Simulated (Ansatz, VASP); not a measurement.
Two plane-wave programs on Cd

```xyz
1
Lattice="0.0000 2.2495 2.0824 2.2495 0.0000 2.0824 2.2495 2.2495 0.0000" Properties=species:S:1:pos:R:3 pbc="T T T"
Cd    0.0000    0.0000    0.0000
```

Alike in both runs: task single point; functional PBE; k mesh 18 × 18 × 18; occupations gaussian, width 0.15 eV; no spin polarisation.

```csv
,VASP,Ansatz
version,VASP 6.6.1,Ansatz 0.2.0
potentials or method,"VASP PAW PBE potentials, release 64 (Cd), cutoff 520 eV","scalar-relativistic, plane waves, PAW"
valence electrons in the cell,12,20
```

|  | VASP | Ansatz | Ansatz less VASP |
| --- | --- | --- | --- |
| gap on the k mesh at the Fermi level (eV) | none | none | - |
| pressure (GPa) | 4.8 | 4.4 | -0.36 |
| traceless stress, the component that is largest in VASP (GPa) | 1.68 | 1.67 | -0.005 |

A gap of «none» marks a metal or a gap that the smearing closes. With one functional, cell and mesh, what is left measures potentials, basis and numerics. VASP's potentials hold 12 valence electrons a cell and Ansatz's 20, so a difference there can come from the potentials and not from the codes.
